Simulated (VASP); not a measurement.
# P (Cmce) in VASP: a series of runs

Runs on P. Level: r2SCAN. Tasks: single point.

Everything below comes from runs of VASP 6.6.1. Logs are shortened: lines on timing, memory, paths and dates and some standing lists are left out, and cuts for length are marked.

## 1. The cell of the first run

It takes space group Cmce (No. 64, orthorhombic). Conventional cell: a = 3.316 Å, b = 10.484 Å, c = 4.379 Å, α = 90.00°, β = 90.00°, γ = 90.00°. P (site symmetry m) has 3 P at 2.22 to 2.24 Å within 2.9 Å.

## 2. Single point, r2SCAN

Contents of POSCAR:

```
P
1.0
    1.6582000000     -5.2420000000      0.0000000000
    1.6582000000      5.2420000000      0.0000000000
    0.0000000000      0.0000000000      4.3793000000
P
4
Direct
    0.8983800000      0.1016200000      0.0806800000
    0.6016200000      0.3983800000      0.5806800000
    0.1016200000      0.8983800000      0.9193200000
    0.3983800000      0.6016200000      0.4193200000
```

Contents of INCAR.step1:

```
ALGO     = Normal         # electronic algorithm
EDIFF    = 1E-4           # SCF threshold, eV
ENCUT    = 520            # plane-wave cutoff, eV
GGA      = PE             # functional
ISMEAR   = 0              # smearing method
LASPH    = True           # aspherical terms in the spheres
LCHARG   = False          # write CHGCAR
LREAL    = False          # projectors in reciprocal space
LWAVE    = True           # write WAVECAR
NBANDS   = 18             # bands
NELM     = 80             # most SCF steps
PREC     = Accurate       # precision mode
SIGMA    = 0.1            # smearing width, eV
```

Contents of INCAR.step2:

```
ALGO     = Normal         # electronic algorithm
EDIFF    = 1E-7           # SCF threshold, eV
ENCUT    = 520            # plane-wave cutoff, eV
ISIF     = 2              # what is computed and relaxed
ISMEAR   = 0              # smearing method
ISTART   = 1            
LASPH    = True           # aspherical terms in the spheres
LCHARG   = True           # write CHGCAR
LELF     = True           # ELF
LMIXTAU  = True         
LREAL    = False          # projectors in reciprocal space
LVHAR    = True         
LWAVE    = False          # write WAVECAR
METAGGA  = R2SCAN         # meta-GGA
NBANDS   = 18             # bands
NELM     = 80             # most SCF steps
PREC     = Accurate       # precision mode
SIGMA    = 0.1            # smearing width, eV
```

Contents of KPOINTS:

```
k-points
0
Gamma
  6 6 4
```

Potentials or basis: VASP PAW PBE potentials, release 64 (P).

On the command line:

```
cat potpaw_PBE.64/P/POTCAR > POTCAR
cp INCAR.step1 INCAR
mpirun -np 1 vasp_std > vasp.out
cp INCAR.step2 INCAR
mpirun -np 1 vasp_std > vasp.out
```

OUTCAR:

```text
EDIFF = 1E-7
   ENCUT = 520
   ISIF = 2
   ISMEAR = 0
   ISTART = 1
   LASPH = True
   LREAL = False
   METAGGA = R2SCAN
   NELM = 80
   PREC = Accurate

 ion  position               nearest neighbor table
   1  0.898  0.102  0.081-   4 2.22   4 2.22   3 2.24
   2  0.602  0.398  0.581-   3 2.22   3 2.22   4 2.24
   3  0.102  0.898  0.919-   2 2.22   2 2.22   1 2.24
   4  0.398  0.602  0.419-   1 2.22   1 2.22   2 2.24

  LATTYP: Found a base centered orthorhombic cell.
 ALAT       =     3.3164000000
 B/A-ratio  =     3.1612591967
 C/A-ratio  =     1.3204981305

  Lattice vectors:

 A1 = (   1.6582000000,  -5.2420000000,   0.0000000000)
 A2 = (   1.6582000000,   5.2420000000,   0.0000000000)
 A3 = (   0.0000000000,   0.0000000000,   4.3793000000)

Analysis of symmetry for initial positions (statically):
=====================================================================
 Subroutine PRICEL returns:
 Original cell was already a primitive cell.

 Routine SETGRP: Setting up the symmetry group for a
 base centered orthorhombic supercell.

 Subroutine GETGRP returns: Found  8 space group operations
 (whereof  4 operations were pure point group operations)
 out of a pool of  8 trial point group operations.

The static configuration has the point symmetry C_2h.
 The point group associated with its full space group is D_2h.

Analysis of symmetry for dynamics (positions and initial velocities):
=====================================================================
 Subroutine PRICEL returns:
 Original cell was already a primitive cell.

 Routine SETGRP: Setting up the symmetry group for a
 base centered orthorhombic supercell.

 Subroutine GETGRP returns: Found  8 space group operations
 (whereof  4 operations were pure point group operations)
 out of a pool of  8 trial point group operations.

The dynamic configuration has the point symmetry C_2h.
 The point group associated with its full space group is D_2h.

 Subroutine INISYM returns: Found  8 space group operations
 (whereof  4 operations are pure point group operations),
 and found     1 'primitive' translations

----------------------------------------------------------------------------------------

                                     Primitive cell

  volume of cell :      76.1322

  direct lattice vectors                    reciprocal lattice vectors
     1.658200000 -5.242000000  0.000000000     0.301531781 -0.095383441  0.000000000
     1.658200000  5.242000000  0.000000000     0.301531781  0.095383441  0.000000000
     0.000000000  0.000000000  4.379300000     0.000000000  0.000000000  0.228346996

  length of vectors
     5.498017028  5.498017028  4.379300000     0.316258464  0.316258464  0.228346996

  position of ions in fractional coordinates (direct lattice)
     0.898380000  0.101620000  0.080680000
     0.601620000  0.398380000  0.580680000
     0.101620000  0.898380000  0.919320000
     0.398380000  0.601620000  0.419320000

  ion indices of the primitive-cell ions
   primitive index   ion index
                 1           1
                 2           2
                 3           3
                 4           4

----------------------------------------------------------------------------------------

 KPOINTS: k-points

Automatic generation of k-mesh.
 Grid dimensions read from file:
 generate k-points for:    6    6    4

 Generating k-lattice:

  Cartesian coordinates                     Fractional coordinates (reciprocal lattice)
     0.050255297 -0.015897240  0.000000000     0.166666667  0.000000000  0.000000000
     0.050255297  0.015897240  0.000000000     0.000000000  0.166666667  0.000000000
     0.000000000  0.000000000  0.057086749     0.000000000  0.000000000  0.250000000

  Length of vectors
     0.052709744  0.052709744  0.057086749

  Shift w.r.t. Gamma in fractional coordinates (k-lattice)
     0.000000000  0.000000000  0.000000000

 Subroutine IBZKPT returns following result:
 ===========================================

 Found     39 irreducible k-points:

 Following reciprocal coordinates:
            Coordinates               Weight
  0.000000  0.000000  0.000000      1.000000
  0.166667  0.000000  0.000000      4.000000
  0.333333 -0.000000  0.000000      4.000000
  0.500000  0.000000  0.000000      2.000000
  0.166667  0.166667  0.000000      2.000000
  0.333333  0.166667  0.000000      4.000000
[... 16 lines left out ...]
  0.333333  0.333333  0.250000      4.000000
  0.500000  0.333333  0.250000      8.000000
 [... further k-points ...]
   k-points           NKPTS =     39   k-points in BZ     NKDIM =     39   number of bands    NBANDS=     18
   number of dos      NEDOS =    301   number of ions     NIONS =      4
   total plane-waves  NPLWV =  63504
   dimension x,y,z NGX =    42 NGY =   42 NGZ =   36
   dimension x,y,z NGXF=    84 NGYF=   84 NGZF=   72
   ions per type =               4
   NGX,Y,Z   is equivalent  to a cutoff of  12.70, 12.70, 13.67 a.u.
[... 33 lines left out ...]
  Fermi-wavevector in a.u.,A,eV,Ry     =   1.048484  1.981348 14.957149  1.099319
  Thomas-Fermi vector in A             =   2.183408
   LORBIT       =      0    0 simple, 1 ext, 2 COOP (PROOUT), +10 PAW based schemes
   METAGGA = R2SCAN    functional components
   LHFCALC =     F    Hartree Fock is set to
   AEXX    =    0.0000 exact exchange contribution
   IVDW    =     0    specifies the selected vdW correction
   LEPSILON=     F    determine dielectric tensor
   LRPA    =     F    only Hartree local field effects (RPA)
 non-spin polarized calculation
 Gauss-broadening in eV      SIGMA  =   0.10
  energy-cutoff  :      520.00
  volume of cell :       76.13
 maximum number of plane-waves:      2064
 NGX is ok and might be reduce to    42
   NGX = 21   NGY = 21   NGZ = 17

 number of electron      19.9999999 magnetization

 Free energy of the ion-electron system (eV)
  ---------------------------------------------------
  ext. energy  EPLUGINS =         0.00000000
  ---------------------------------------------------
  free energy    TOTEN  =       -35.86345643 eV

  energy without entropy =      -35.86260901  energy(sigma->0) =      -35.86303272

 E-fermi :   6.6940     XC(G=0): -10.2922

 val. band max:        6.6492217097   @ k =   0.5000   0.5000   0.0000
 cond. band min:       6.7999146573   @ k =   0.5000   0.5000   0.0000
 fundamental gap:      0.1506929475
 Fermi energy:         6.6939920318

 k-point     1 :       0.0000    0.0000    0.0000
  band No.  band energies     occupation
      1     -10.0984      2.00000
      2      -6.9108      2.00000
      3      -3.4847      2.00000
      4      -0.7565      2.00000
      5       1.3966      2.00000
      6       1.7438      2.00000
[... 10 lines left out ...]
     17      14.2283      0.00000
     18      14.3747      0.00000

 k-point     2 :       0.1667    0.0000    0.0000
  band No.  band energies     occupation
      1      -9.7387      2.00000
      2      -6.5909      2.00000
      3      -3.7561      2.00000
      4      -0.4220      2.00000
      5       0.6205      2.00000
      6       1.0353      2.00000
[... 10 lines left out ...]
     17      12.0356      0.00000
     18      14.0295      0.00000

 k-point     3 :       0.3333   -0.0000    0.0000
  band No.  band energies     occupation
      1      -8.6829      2.00000
      2      -5.6283      2.00000
      3      -5.0814      2.00000
      4      -1.8288      2.00000
      5       0.4293      2.00000
      6       0.4518      2.00000
[... 10 lines left out ...]
     17      13.8341      0.00000
     18      13.9169      0.00000

 k-point     4 :       0.5000    0.0000    0.0000
  band No.  band energies     occupation
      1      -7.0262      2.00000
      2      -7.0262      2.00000
      3      -4.0246      2.00000
      4      -4.0246      2.00000
      5       0.9252      2.00000
      6       0.9252      2.00000
[... 375 lines left out ...]
      4      -1.2504      2.00000
      5       0.9603      2.00000
      6       2.4644      2.00000
[... 10 lines left out ...]
     17      13.7401      0.00000
     18      14.2208      0.00000

 k-point    23 :       0.3333    0.3333    0.2500
  band No.  band energies     occupation
      1      -8.1900      2.00000
      2      -6.4584      2.00000
      3      -4.6566      2.00000
      4      -2.1212      2.00000
      5      -0.5750      2.00000
      6       0.5209      2.00000
[... 10 lines left out ...]
     17      13.1296      0.00000
     18      13.4101      0.00000

 k-point    24 :       0.5000    0.3333    0.2500
  band No.  band energies     occupation
      1      -9.1903      2.00000
      2      -7.3518      2.00000
      3      -3.9028      2.00000
      4      -1.5232      2.00000
      5       0.3782      2.00000
      6       1.7856      2.00000
[... 10 lines left out ...]
     17      12.2152      0.00000
     18      13.5181      0.00000

 [... further k-points ...]

------------------------ aborting loop because EDIFF is reached ----------------------------------------

  FORCE on cell =-STRESS in cart. coord.  units (eV):
  Direction    XX          YY          ZZ          XY          YZ          ZX
  --------------------------------------------------------------------------------------
  -------------------------------------------------------------------------------------
  Total        0.1061722      0.4376141     -0.0128848      0.0000000     -0.0000000      0.0000000
  in kB        2.2343584      9.2094407     -0.2711555      0.0000000     -0.0000000      0.0000000
  external PRESSURE =       3.7242145 kB  Pullay stress =       0.0000000 kB

 VOLUME and BASIS-vectors are now :
 -----------------------------------------------------------------------------
  energy-cutoff  :      520.00
  volume of cell :       76.13
      direct lattice vectors                 reciprocal lattice vectors
     1.658200000 -5.242000000  0.000000000     0.301531781 -0.095383441  0.000000000
     1.658200000  5.242000000  0.000000000     0.301531781  0.095383441  0.000000000
     0.000000000  0.000000000  4.379300000     0.000000000  0.000000000  0.228346996

 POSITION                                       TOTAL-FORCE (eV/Angst)
 -----------------------------------------------------------------------------------
      1.65820     -4.17662      0.35332         0.000000     -0.120132      0.257881
      1.65820     -1.06538      2.54297         0.000000      0.120132      0.257881
      1.65820      4.17662      4.02598         0.000000      0.120132     -0.257881
      1.65820      1.06538      1.83633         0.000000     -0.120132     -0.257881
 -----------------------------------------------------------------------------------
    total drift:                               -0.000000     -0.000000     -0.000000

  FREE ENERGIE OF THE ION-ELECTRON SYSTEM (eV)
  ---------------------------------------------------
  free  energy   TOTEN  =       -35.8634564269 eV

  energy  without entropy=      -35.8626090132  energy(sigma->0) =      -35.86303272
```

Run time: 4 min. Hardware: 1 thread of Intel Xeon Platinum 8259CL at 2.50GHz (Skylake/Cascade Lake), shared host; peak memory 0.25 GiB.

What came out:

- Free energy: -35.8635 eV
- Pressure: 0.4 GPa
- Largest force: 0.284 eV/Å
- Band gap on the k mesh: 0.15 eV

Forces in eV/Å, atoms in the order of the input:
```
P    0.000 -0.120  0.258
P    0.000  0.120  0.258
P    0.000  0.120 -0.258
P    0.000 -0.120 -0.258
```

Caveat: the PAW data sets were made with another functional, which shifts forces and pressure a little. A k mesh can miss the band edges.

## 3. Single point, r2SCAN

This run uses another cell than the first one, of 20.71 Å³/atom.

Contents of POSCAR:

```
P
1.0
    1.6497690387     -5.5104189059      0.0000000000
    1.6497690387      5.5104189059      0.0000000000
    0.0000000000      0.0000000000      4.5558699753
P
4
Direct
    0.9045873517      0.0954126483      0.0884788323
    0.5954126483      0.4045873517      0.5884788323
    0.0954126483      0.9045873517      0.9115211677
    0.4045873517      0.5954126483      0.4115211677
```

Contents of INCAR.step1:

```
ALGO     = Normal         # electronic algorithm
EDIFF    = 1E-4           # SCF threshold, eV
ENCUT    = 520            # plane-wave cutoff, eV
GGA      = PE             # functional
ISMEAR   = 0              # smearing method
LASPH    = T              # aspherical terms in the spheres
LCHARG   = F              # write CHGCAR
LREAL    = F              # projectors in reciprocal space
LWAVE    = T              # write WAVECAR
NBANDS   = 18             # bands
NELM     = 100            # most SCF steps
PREC     = Accurate       # precision mode
SIGMA    = 0.01           # smearing width, eV
```

Contents of INCAR.step2:

```
ALGO     = Normal         # electronic algorithm
EDIFF    = 1E-7           # SCF threshold, eV
ENCUT    = 520            # plane-wave cutoff, eV
ISIF     = 2              # what is computed and relaxed
ISMEAR   = 0              # smearing method
ISTART   = 1            
LASPH    = T              # aspherical terms in the spheres
LCHARG   = T              # write CHGCAR
LELF     = T              # ELF
LMIXTAU  = T            
LREAL    = F              # projectors in reciprocal space
LVHAR    = T            
LWAVE    = F              # write WAVECAR
METAGGA  = R2SCAN         # meta-GGA
NBANDS   = 18             # bands
NELM     = 100            # most SCF steps
PREC     = Accurate       # precision mode
SIGMA    = 0.01           # smearing width, eV
```

Contents of KPOINTS:

```
k-points
0
Gamma
  12 12 8
```

Potentials or basis: VASP PAW PBE potentials, release 64 (P).

On the command line:

```
cat potpaw_PBE.64/P/POTCAR > POTCAR
cp INCAR.step1 INCAR
mpirun -np 1 vasp_std > vasp.out
cp INCAR.step2 INCAR
mpirun -np 1 vasp_std > vasp.out
```

Wall time 21 min (1 thread of Intel Xeon Platinum 8259CL at 2.50GHz (Skylake/Cascade Lake), shared host); peak memory 0.43 GiB.

The run converged. Its results:

```yaml
Free_energy: -35.9231 eV
Pressure: -0.6 GPa
Largest_force: 0.098 eV/Å
Band_gap_on_the_k_mesh: 0.27 eV
```

Forces in eV/Å, atoms in the order of the input:
```
P    0.000 -0.059  0.078
P    0.000  0.059  0.078
P    0.000  0.059 -0.078
P    0.000 -0.059 -0.078
```

Stress tensor (GPa, compression positive):
```
-0.67  0.00  0.00
 0.00 -0.52  0.00
 0.00  0.00 -0.69
```

Levels at points of the mesh, in eV from the valence-band top:
```tsv
k point	band 7	band 8	band 9	band 10	band 11	band 12	band 13	band 14
(0.00, 0.00, 0.00)	-4.24	-2.86	-2.68	-1.22	0.74	1.33	2.21	3.03
(0.50, 0.00, 0.00)	-3.52	-3.52	-2.69	-2.69	0.90	0.90	1.70	1.70
(0.50, 0.50, 0.00)	-4.34	-2.53	-1.67	0.00	0.27	1.10	2.43	2.92
(0.00, 0.00, 0.50)	-3.42	-3.42	-1.72	-1.72	1.75	1.75	3.14	3.14
(0.50, 0.00, 0.50)	-5.44	-5.44	-1.88	-1.88	1.91	1.91	3.68	3.68
(0.50, 0.50, 0.50)	-2.93	-2.93	-2.01	-2.01	1.69	1.69	2.85	2.85
```

Caveat: the PAW data sets were made with another functional, which shifts forces and pressure a little.

## 4. Single point, r2SCAN

This run uses another cell than the first one, of 20.72 Å³/atom.

Contents of POSCAR:

```
P
1.0
    1.6496884319     -5.5100191428      0.0000000000
    1.6496884319      5.5100191428      0.0000000000
    0.0000000000      0.0000000000      4.5580242849
P
4
Direct
    0.9046105422      0.0953894578      0.0885269956
    0.5953894578      0.4046105422      0.5885269956
    0.0953894578      0.9046105422      0.9114730044
    0.4046105422      0.5953894578      0.4114730044
```

Contents of INCAR.step1:

```
  PREC = Accurate
  ENCUT = 520
  ISMEAR = 0
  SIGMA = 0.01
  LREAL = False
  LASPH = True
  NELM = 100
  NBANDS = 18
  GGA = PE
  ALGO = Normal
  EDIFF = 1E-4
  LWAVE = True
  LCHARG = False
```

Contents of INCAR.step2:

```
  PREC = Accurate
  ENCUT = 520
  EDIFF = 1E-6
  ISMEAR = 0
  SIGMA = 0.01
  LREAL = False
  LASPH = True
  NELM = 100
  ALGO = Normal
  ISIF = 2
  LWAVE = False
  LCHARG = True
  METAGGA = R2SCAN
  LMIXTAU = True
  LELF = True
  LVHAR = True
  NBANDS = 18
  ISTART = 1
```

Contents of KPOINTS:

```
regular mesh
0
Gamma
  12 12 8
```

On the command line:

```
cat potpaw_PBE.64/P/POTCAR > POTCAR
cp INCAR.step1 INCAR
mpirun -np 1 vasp_std > vasp.out
cp INCAR.step2 INCAR
mpirun -np 1 vasp_std > vasp.out
```

Wall time 21 min (1 thread of Intel Xeon Platinum 8259CL at 2.50GHz (Skylake/Cascade Lake), shared host); peak memory 0.42 GiB.

It converged, with:

```yaml
Free_energy: -35.9231 eV
Pressure: -0.6 GPa
Largest_force: 0.099 eV/Å
Band_gap_on_the_k_mesh: 0.27 eV
```

Forces in eV/Å, atoms in the order of the input:
```
P    0.000 -0.056  0.081
P    0.000  0.056  0.081
P    0.000  0.056 -0.081
P    0.000 -0.056 -0.081
```

Stress tensor (GPa, compression positive):
```
-0.67  0.00  0.00
 0.00 -0.49  0.00
 0.00  0.00 -0.72
```

Levels at points of the mesh, in eV from the valence-band top:
```csv
k point,band 6,band 7,band 8,band 9,band 10,band 11,band 12,band 13,band 14,band 15
"(0.00, 0.00, 0.00)",-5.04,-4.24,-2.86,-2.68,-1.22,0.74,1.33,2.22,3.03,5.73
"(0.50, 0.00, 0.00)",-5.83,-3.52,-3.52,-2.69,-2.69,0.90,0.90,1.71,1.71,3.58
"(0.50, 0.50, 0.00)",-5.66,-4.33,-2.53,-1.66,0.00,0.27,1.10,2.43,2.92,5.48
"(0.00, 0.00, 0.50)",-4.49,-3.42,-3.42,-1.72,-1.72,1.75,1.75,3.14,3.14,4.86
"(0.50, 0.00, 0.50)",-5.89,-5.44,-5.44,-1.87,-1.87,1.91,1.91,3.67,3.67,5.33
"(0.50, 0.50, 0.50)",-3.44,-2.93,-2.93,-2.02,-2.02,1.70,1.70,2.85,2.85,3.38
```

Caveat: the PAW data sets were made with another functional, which shifts forces and pressure a little. A k mesh can miss the band edges.

## 5. Overview

```tsv
cell	k mesh	smearing	gap on the mesh (eV)	pressure (GPa)	largest force (eV/Å)
a = 5.498, b = 5.498, c = 4.379 Å, angles 90.0, 90.0, 144.9°, 4 atoms, atomic positions A	6 × 6 × 4	gaussian 0.1 eV	0.15	0.4	0.28
a = 5.752, b = 5.752, c = 4.556 Å, angles 90.0, 90.0, 146.7°, 4 atoms, atomic positions B	12 × 12 × 8	gaussian 0.01 eV	0.27	-0.6	0.10
a = 5.752, b = 5.752, c = 4.558 Å, angles 90.0, 90.0, 146.7°, 4 atoms, atomic positions C	12 × 12 × 8	gaussian 0.01 eV	0.27	-0.6	0.10
```

Alike in all rows: task single point; level r2SCAN; potentials or basis VASP PAW PBE potentials, release 64 (P); no spin polarisation; cutoff (eV) 520.

Caveats: the PAW data sets were made with another functional, which shifts forces and pressure a little.

Absolute energies hang on the potentials; compare differences alone.
